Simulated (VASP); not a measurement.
# Cs3Pr (Fm-3m) in VASP: a series of runs

Cs3Pr is run at these levels: PBE; tasks: single point.

Program: VASP 6.6.1. These are calculated values, not measurements. Logs are shortened: lines on timing, memory, paths and dates and some standing lists are left out, and cuts for length are marked.

### 1 The cell of the first run

It takes space group Fm-3m (No. 225, cubic). The conventional cell has a = 10.319 Å, b = 10.319 Å, c = 10.319 Å, α = 90.00°, β = 90.00°, γ = 90.00°. Within 5.9 Å of Cs (site symmetry -43m) lie 4 Pr at 4.47 Å and 10 Cs at 4.47 to 5.16 Å. Within 5.9 Å of Cs (site symmetry m-3m) lie 8 Cs at 4.47 Å and 6 Pr at 5.16 Å. Pr (site symmetry m-3m) has 14 Cs at 4.47 to 5.16 Å within 5.9 Å.

The cell was built from a structure type or drawn by symmetry, and may not be a known phase.

### 2 Single point, PBE

File INCAR:

```
ALGO     = Normal         # electronic algorithm
EDIFF    = 1E-6           # SCF threshold, eV
ENCUT    = 500            # plane-wave cutoff, eV
GGA      = PE             # functional
GGA_COMPAT= F            
ISIF     = 2              # what is computed and relaxed
ISMEAR   = 0              # smearing method
LASPH    = T              # aspherical terms in the spheres
LCHARG   = F              # write CHGCAR
LMAXMIX  = 6              # l up to which the mixer works
LREAL    = F              # projectors in reciprocal space
LWAVE    = F              # write WAVECAR
NBANDS   = 27             # bands
NELM     = 200            # most SCF steps
PREC     = Accurate       # precision mode
SIGMA    = 0.2            # smearing width, eV
```

File KPOINTS:

```
k-points
0
Gamma
  4 4 4
```

File POSCAR:

```
Cs3Pr
1.0
    0.0000000000      5.1593928625      5.1593928625
    5.1593928625      0.0000000000      5.1593928625
    5.1593928625      5.1593928625      0.0000000000
Cs Pr
3 1
Direct
    0.7500000000      0.7500000000      0.7500000000
    0.2500000000      0.2500000000      0.2500000000
    0.5000000000      0.5000000000      0.5000000000
    0.0000000000      0.0000000000      0.0000000000
```

Potentials or basis: VASP PAW PBE potentials, release 64 (Cs_sv, Pr_3), 4f in core.

On the command line:

```console
$ cat potpaw_PBE.64/Cs_sv/POTCAR potpaw_PBE.64/Pr_3/POTCAR > POTCAR
$ mpirun -np 1 vasp_std > vasp.out
```

OUTCAR:

```text
EDIFF = 1E-6
   ENCUT = 500
   GGA = PE
   ISIF = 2
   ISMEAR = 0
   LASPH = T
   LREAL = F
   NELM = 200
   PREC = Accurate

 ion  position               nearest neighbor table
   1  0.750  0.750  0.750-
   2  0.250  0.250  0.250-
   3  0.500  0.500  0.500-
   4  0.000  0.000  0.000-

  LATTYP: Found a face centered cubic cell.
 ALAT       =    10.3187857250

  Lattice vectors:

 A1 = (   0.0000000000,   5.1593928625,   5.1593928625)
 A2 = (   5.1593928625,   0.0000000000,   5.1593928625)
 A3 = (   5.1593928625,   5.1593928625,   0.0000000000)

Analysis of symmetry for initial positions (statically):
=====================================================================
 Subroutine PRICEL returns:
 Original cell was already a primitive cell.

 Routine SETGRP: Setting up the symmetry group for a
 face centered cubic supercell.

 Subroutine GETGRP returns: Found 48 space group operations
 (whereof 48 operations were pure point group operations)
 out of a pool of 48 trial point group operations.

The static configuration has the point symmetry O_h .

Analysis of symmetry for dynamics (positions and initial velocities):
=====================================================================
 Subroutine PRICEL returns:
 Original cell was already a primitive cell.

 Routine SETGRP: Setting up the symmetry group for a
 face centered cubic supercell.

 Subroutine GETGRP returns: Found 48 space group operations
 (whereof 48 operations were pure point group operations)
 out of a pool of 48 trial point group operations.

The dynamic configuration has the point symmetry O_h .

 Subroutine INISYM returns: Found 48 space group operations
 (whereof 48 operations are pure point group operations),
 and found     1 'primitive' translations

----------------------------------------------------------------------------------------

                                     Primitive cell

  volume of cell :     274.6792

  direct lattice vectors                    reciprocal lattice vectors
     0.000000000  5.159392862  5.159392862    -0.096910628  0.096910628  0.096910628
     5.159392862  0.000000000  5.159392862     0.096910628 -0.096910628  0.096910628
     5.159392862  5.159392862  0.000000000     0.096910628  0.096910628 -0.096910628

  length of vectors
     7.296483360  7.296483360  7.296483360     0.167854131  0.167854131  0.167854131

  position of ions in fractional coordinates (direct lattice)
     0.750000000  0.750000000  0.750000000
     0.250000000  0.250000000  0.250000000
     0.500000000  0.500000000  0.500000000
     0.000000000  0.000000000  0.000000000

  ion indices of the primitive-cell ions
   primitive index   ion index
                 1           1
                 2           2
                 3           3
                 4           4

----------------------------------------------------------------------------------------

 KPOINTS: k-points

Automatic generation of k-mesh.
 Grid dimensions read from file:
 generate k-points for:    4    4    4

 Generating k-lattice:

  Cartesian coordinates                     Fractional coordinates (reciprocal lattice)
    -0.024227657  0.024227657  0.024227657     0.250000000  0.000000000  0.000000000
     0.024227657 -0.024227657  0.024227657     0.000000000  0.250000000  0.000000000
     0.024227657  0.024227657 -0.024227657     0.000000000  0.000000000  0.250000000

  Length of vectors
     0.041963533  0.041963533  0.041963533

  Shift w.r.t. Gamma in fractional coordinates (k-lattice)
     0.000000000  0.000000000  0.000000000

 Subroutine IBZKPT returns following result:
 ===========================================

 Found      8 irreducible k-points:

 Following reciprocal coordinates:
            Coordinates               Weight
  0.000000  0.000000  0.000000      1.000000
  0.250000  0.000000  0.000000      8.000000
  0.500000  0.000000  0.000000      4.000000
  0.250000  0.250000  0.000000      6.000000
  0.500000  0.250000  0.000000     24.000000
 -0.250000  0.250000  0.000000     12.000000
  0.500000  0.500000  0.000000      3.000000
 -0.250000  0.500000  0.250000      6.000000
   k-points           NKPTS =      8   k-points in BZ     NKDIM =      8   number of bands    NBANDS=     27
   number of dos      NEDOS =    301   number of ions     NIONS =      4
   total plane-waves  NPLWV = 157464
   dimension x,y,z NGX =    54 NGY =   54 NGZ =   54
   dimension x,y,z NGXF=   108 NGYF=  108 NGZF=  108
   ions per type =               3   1
   NGX,Y,Z   is equivalent  to a cutoff of  12.30, 12.30, 12.30 a.u.
   NGXF,Y,Z  is equivalent  to a cutoff of  24.61, 24.61, 24.61 a.u.
 SYSTEM =  unknown system
   PREC   = accura    normal or accurate (medium, high low for compatibility)
   ISTART =      0    job   : 0-new  1-cont  2-samecut
   ICHARG =      2    charge: 1-file 2-atom 10-const
   ISPIN  =      1    spin polarized calculation?
   LNONCOLLINEAR =      F non collinear calculations
   LSORBIT =      F    spin-orbit coupling
   LASPH  =      T    aspherical Exc in radial PAW
   ENCUT  =  500.0 eV  36.75 Ry    6.06 a.u.  13.30 13.30 13.30*2*pi/ulx,y,z
   NELM   =    200;   NELMIN=  2; NELMDL= -5     # of ELM steps
   EDIFF  = 0.1E-05   stopping-criterion for ELM
   LREAL  =      F    real-space projection
   EDIFFG = 0.1E-04   stopping-criterion for IOM
   NSW    =      0    number of steps for IOM
   IBRION =     -1    ionic relax: 0-MD 1-quasi-New 2-CG
   NFREE  =      0    steps in history (QN), initial steepest desc. (CG)
   ISIF   =      2    stress and relaxation
   ISYM   =      2    0-nonsym 1-usesym 2-fastsym
   POTIM  = 0.5000    time-step for ionic-motion
   TEBEG  =    0.0;   TEEND  =   0.0 temperature during run
   PSTRESS=    0.0 pullay stress
   NELECT =      38.0000    total number of electrons
   NUPDOWN=      -1.0000    fix difference up-down
   EMIN   =  10.00;   EMAX   =-10.00  energy-range for DOS
   EFERMI =   0.00;   METHOD = LEGACY
   ISMEAR =     0;   SIGMA  =   0.20  broadening in eV -4-tet -1-fermi 0-gaus
   EFERMI_NEDOS =   21; number of points for ismear=-14 and -15
   IALGO  =     38    algorithm
   IMIX   =      4    mixing-type and parameters
     AMIX     =   0.40;   BMIX     =  1.00
     AMIX_MAG =   1.60;   BMIX_MAG =  1.00
  volume/ion in A,a.u.               =      68.67       463.41
  Fermi-wavevector in a.u.,A,eV,Ry     =   0.846696  1.600023  9.753933  0.716894
  Thomas-Fermi vector in A             =   1.962084
   LORBIT       =      0    0 simple, 1 ext, 2 COOP (PROOUT), +10 PAW based schemes
   GGA     = PE    functional components
   LHFCALC =     F    Hartree Fock is set to
   AEXX    =    0.0000 exact exchange contribution
   IVDW    =     0    specifies the selected vdW correction
   LEPSILON=     F    determine dielectric tensor
   LRPA    =     F    only Hartree local field effects (RPA)
 non-spin polarized calculation
 Gauss-broadening in eV      SIGMA  =   0.20
  energy-cutoff  :      500.00
  volume of cell :      274.68
 maximum number of plane-waves:      6982
 NGX is ok and might be reduce to    54
   NGX = 27   NGY = 27   NGZ = 27

 number of electron      38.0000001 magnetization

 Free energy of the ion-electron system (eV)
  ---------------------------------------------------
  ext. energy  EPLUGINS =         0.00000000
  ---------------------------------------------------
  free energy    TOTEN  =        -4.85193271 eV

  energy without entropy =       -4.63099404  energy(sigma->0) =       -4.74146337

 E-fermi :   1.5521     XC(G=0):  -6.9797

 val. band max:        1.5328206481   @ k =  -0.2500   0.2500   0.0000
 cond. band min:       1.5561207234   @ k =   0.2500   0.2500   0.0000
 fundamental gap:      0.0233000753
 Fermi energy:         1.5520941499

 k-point     1 :       0.0000    0.0000    0.0000
  band No.  band energies     occupation
      1     -36.3549      2.00000
      2     -21.7767      2.00000
      3     -21.5249      2.00000
      4     -21.5166      2.00000
      5     -18.2353      2.00000
      6     -18.2353      2.00000
[... 19 lines left out ...]
     26       4.2146      0.00000
     27       4.2161      0.00000

 k-point     2 :       0.2500    0.0000    0.0000
  band No.  band energies     occupation
      1     -36.3549      2.00000
      2     -21.7744      2.00000
      3     -21.5254      2.00000
      4     -21.5188      2.00000
      5     -18.2353      2.00000
      6     -18.2353      2.00000
[... 19 lines left out ...]
     26       3.8840      0.00000
     27       3.8852      0.00000

 k-point     3 :       0.5000    0.0000    0.0000
  band No.  band energies     occupation
      1     -36.3549      2.00000
      2     -21.7720      2.00000
      3     -21.5241      2.00000
      4     -21.5227      2.00000
      5     -18.2354      2.00000
      6     -18.2354      2.00000
[... 19 lines left out ...]
     26       3.2480      0.00000
     27       3.5706      0.00000

 k-point     4 :       0.2500    0.2500    0.0000
  band No.  band energies     occupation
      1     -36.3549      2.00000
      2     -21.7736      2.00000
      3     -21.5259      2.00000
      4     -21.5191      2.00000
      5     -18.2354      2.00000
      6     -18.2354      2.00000
[... 19 lines left out ...]
     26       3.9064      0.00000
     27       3.9437      0.00000

 k-point     5 :       0.5000    0.2500    0.0000
  band No.  band energies     occupation
      1     -36.3549      2.00000
      2     -21.7713      2.00000
      3     -21.5254      2.00000
      4     -21.5223      2.00000
      5     -18.2354      2.00000
      6     -18.2353      2.00000
[... 19 lines left out ...]
     26       3.5020      0.00000
     27       3.5684      0.00000

 k-point     6 :      -0.2500    0.2500    0.0000
  band No.  band energies     occupation
      1     -36.3549      2.00000
      2     -21.7720      2.00000
      3     -21.5251      2.00000
      4     -21.5217      2.00000
      5     -18.2354      2.00000
      6     -18.2352      2.00000
[... 19 lines left out ...]
     26       3.5064      0.00000
     27       3.6331      0.00000

 k-point     7 :       0.5000    0.5000    0.0000
  band No.  band energies     occupation
      1     -36.3549      2.00000
      2     -21.7705      2.00000
      3     -21.5269      2.00000
      4     -21.5216      2.00000
      5     -18.2355      2.00000
      6     -18.2355      2.00000
[... 19 lines left out ...]
     26       3.4146      0.00000
     27       3.8865      0.00000

 k-point     8 :      -0.2500    0.5000    0.2500
  band No.  band energies     occupation
      1     -36.3549      2.00000
      2     -21.7705      2.00000
      3     -21.5243      2.00000
      4     -21.5243      2.00000
      5     -18.2355      2.00000
      6     -18.2350      2.00000
[... 19 lines left out ...]
     26       3.5500      0.00000
     27       3.5500      0.00000

------------------------ aborting loop because EDIFF is reached ----------------------------------------

  FORCE on cell =-STRESS in cart. coord.  units (eV):
  Direction    XX          YY          ZZ          XY          YZ          ZX
  --------------------------------------------------------------------------------------
  -------------------------------------------------------------------------------------
  Total        0.9529402      0.9529402      0.9529402     -0.0000000     -0.0000000      0.0000000
  in kB        5.5584082      5.5584082      5.5584082     -0.0000000     -0.0000000      0.0000000
  external PRESSURE =       5.5584082 kB  Pullay stress =       0.0000000 kB

 VOLUME and BASIS-vectors are now :
 -----------------------------------------------------------------------------
  energy-cutoff  :      500.00
  volume of cell :      274.68
      direct lattice vectors                 reciprocal lattice vectors
     0.000000000  5.159392862  5.159392862    -0.096910628  0.096910628  0.096910628
     5.159392862  0.000000000  5.159392862     0.096910628 -0.096910628  0.096910628
     5.159392862  5.159392862  0.000000000     0.096910628  0.096910628 -0.096910628

 POSITION                                       TOTAL-FORCE (eV/Angst)
 -----------------------------------------------------------------------------------
      7.73909      7.73909      7.73909        -0.000000     -0.000000      0.000000
      2.57970      2.57970      2.57970         0.000000      0.000000     -0.000000
      5.15939      5.15939      5.15939        -0.000000      0.000000      0.000000
      0.00000      0.00000      0.00000        -0.000000      0.000000      0.000000
 -----------------------------------------------------------------------------------
    total drift:                                0.000000      0.000000     -0.000000

  FREE ENERGIE OF THE ION-ELECTRON SYSTEM (eV)
  ---------------------------------------------------
  free  energy   TOTEN  =        -4.8519327076 eV

  energy  without entropy=       -4.6309940410  energy(sigma->0) =       -4.74146337
```

It took 68 s on 1 thread of Intel Xeon 6975P-C (Granite Rapids), shared host; peak memory 0.38 GiB.

What came out:

| Property | Result |
| --- | --- |
| Free energy | -4.8519 eV |
| Pressure | 0.6 GPa |
| Band gap on the k mesh | zero (bands 19 and 20 overlap by 0.44 eV) |

Levels at points of the mesh, in eV from the Fermi level:
| k point | band 16 | band 17 | band 18 | band 19 | band 20 | band 21 | band 22 | band 23 |
| --- | --- | --- | --- | --- | --- | --- | --- | --- |
| (0.00, 0.00, 0.00) | -9.82 | -2.28 | -0.22 | -0.22 | 0.42 | 0.42 | 0.42 | 1.04 |
| (0.50, 0.00, 0.00) | -9.83 | -1.19 | -0.48 | 0.20 | 0.25 | 0.25 | 0.44 | 0.44 |
| (0.50, 0.50, 0.00) | -9.84 | -1.03 | -0.38 | -0.32 | -0.24 | 0.33 | 0.48 | 0.48 |

Caveat: spin-orbit coupling is left out, which moves the levels of the heavy elements; the 4f electrons are frozen in the core, so they carry no moment and show no levels. Spin polarisation is off, so any magnetic state and its effect on volume and gap are missing.

### 3 Single point, PBE

This run uses another cell than the first one, of 72.83 Å³/atom.

File INCAR:

```
SYSTEM = Cs3Pr
PREC = Accurate ; ENCUT = 500
EDIFF = 1E-6 ; ISMEAR = 0
SIGMA = 0.2 ; LREAL = .FALSE.
LASPH = .TRUE. ; NELM = 200
ALGO = Normal ; ISIF = 2
LWAVE = .FALSE. ; LCHARG = .FALSE.
GGA = PE ; NBANDS = 27
GGA_COMPAT = .FALSE. ; LMAXMIX = 6
```

File KPOINTS:

```
Automatic mesh
0
G
  4 4 4
  0 0 0
```

File POSCAR:

```
Cs3Pr
1.0
    0.0000000000      5.2615021402      5.2615021402
    5.2615021402      0.0000000000      5.2615021402
    5.2615021402      5.2615021402      0.0000000000
Cs Pr
3 1
Direct
    0.0000000000      0.0000000000      0.0000000000
    0.2500000000      0.2500000000      0.2500000000
    0.7500000000      0.7500000000      0.7500000000
    0.5000000000      0.5000000000      0.5000000000
```

Potentials or basis: VASP PAW PBE potentials, release 64 (Cs_sv, Pr_3), 4f in core.

On the command line:

```console
$ cat potpaw_PBE.64/Cs_sv/POTCAR potpaw_PBE.64/Pr_3/POTCAR > POTCAR
$ mpirun -np 1 vasp_std > vasp.out
```

Run time: 56 s. Hardware: 1 thread of Intel Xeon 6975P-C (Granite Rapids), shared host; peak memory 0.39 GiB.

The run converged. Its results:

```
Free energy            : -4.8957 eV
Pressure               : 0.3 GPa
Band gap on the k mesh : zero (bands 19 and 20 overlap by 0.46 eV)
```

Levels at points of the mesh, in eV from the Fermi level:
| k point | band 15 | band 16 | band 17 | band 18 | band 19 | band 20 | band 21 | band 22 | band 23 | band 24 |
| --- | --- | --- | --- | --- | --- | --- | --- | --- | --- | --- |
| (0.00, 0.00, 0.00) | -9.86 | -9.86 | -2.24 | -0.16 | -0.16 | 0.37 | 0.37 | 0.37 | 1.01 | 1.01 |
| (0.50, 0.00, 0.00) | -9.88 | -9.88 | -1.23 | -0.52 | 0.19 | 0.23 | 0.23 | 0.42 | 0.42 | 0.82 |
| (0.50, 0.50, 0.00) | -9.89 | -9.89 | -1.05 | -0.35 | -0.32 | -0.28 | 0.33 | 0.46 | 0.46 | 1.39 |

Caveat: spin-orbit coupling is left out, which moves the levels of the heavy elements; the 4f electrons are frozen in the core, so they carry no moment and show no levels. Spin polarisation is off, so any magnetic state and its effect on volume and gap are missing.
